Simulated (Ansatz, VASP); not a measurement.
**AgBr: VASP beside Ansatz**

```
CELL_PARAMETERS angstrom
0.00000 2.96833 2.96833
2.96833 0.00000 2.96833
2.96833 2.96833 0.00000
ATOMIC_POSITIONS crystal
Ag 0.00000 0.00000 0.00000
Br 0.50000 0.50000 0.50000
```

Change from the starting cell: volume scaled by 1.05.

Alike in both runs: task single point; functional PBE; k mesh 13 × 13 × 13; occupations fermi-dirac, width 0.03 eV; no spin polarisation.

|  | VASP | Ansatz |
| --- | --- | --- |
| version | VASP 6.6.1 | Ansatz 0.2.0 |
| potentials or method | VASP PAW PBE potentials, release 64 (Ag, Br), cutoff 500 eV | all-electron LAPW, scalar-relativistic |

|  | VASP | Ansatz | Ansatz less VASP |
| --- | --- | --- | --- |
| pressure (GPa) | -1.7 | -1.7 | +0.03 |

Ansatz ran all-electron here, and VASP with PAW potentials.
